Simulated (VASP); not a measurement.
A run of VASP 6.6.1 is set up as follows.

Contents of INCAR:

```
PREC     = Accurate       # precision mode
ENCUT    = 600            # plane-wave cutoff, eV
EDIFF    = 1E-6           # SCF threshold, eV
ISMEAR   = -1             # smearing method
SIGMA    = 0.1            # smearing width, eV
LREAL    = F              # projectors in reciprocal space
LASPH    = T              # aspherical terms in the spheres
NELM     = 60             # most SCF steps
ALGO     = Normal         # electronic algorithm
ISIF     = 3              # what is computed and relaxed
LWAVE    = F              # write WAVECAR
LCHARG   = F              # write CHGCAR
GGA      = PS             # functional
IBRION   = 2              # ionic algorithm
NSW      = 80             # ionic steps
EDIFFG   = -0.03          # ionic threshold
```

The input KPOINTS:

```
regular mesh
0
Gamma
  13 13 13
```

The input POSCAR:

```
Pt
1.0
    0.0000000000      2.8463142039      2.8463142039
    2.8463142039      0.0000000000      2.8463142039
    2.8463142039      2.8463142039      0.0000000000
Pt
2
Direct
    1.0000000000      1.0000000000      1.0000000000
    0.2500000000      0.2500000000      0.2500000000
```

Potentials or basis: VASP PAW PBE potentials, release 64 (Pt).

The run is started by

```sh
$ cat potpaw_PBE.64/Pt/POTCAR > POTCAR
$ mpirun -np 1 vasp_std > vasp.out
```

**Question.** Predict the relaxed volume.

**Answer.** 23.00 Å³/atom.

**Question.** Estimate the space group after relaxing (to 0.1 Å).

**Answer.** Fd-3m (No. 227).

**Question.** Estimate the relaxed cell.

**Answer.** a = 4.022 Å, b = 4.022 Å, c = 4.022 Å, α = 60.00°, β = 60.00°, γ = 60.00°.

Step by step:
| step | energy change (eV) | largest force (eV/Å) | pressure (GPa) | volume (Å³) |
| --- | --- | --- | --- | --- |
| 1 | 0.0000 | 0.0000 | -0.34 | 46.12 |
| 2 | 0.0003 | 0.0000 | 0.61 | 45.80 |
| 3 | -0.0001 | 0.0000 | 0.01 | 46.00 |

Caveat: the PAW data sets were made with another functional, which shifts forces and pressure a little.
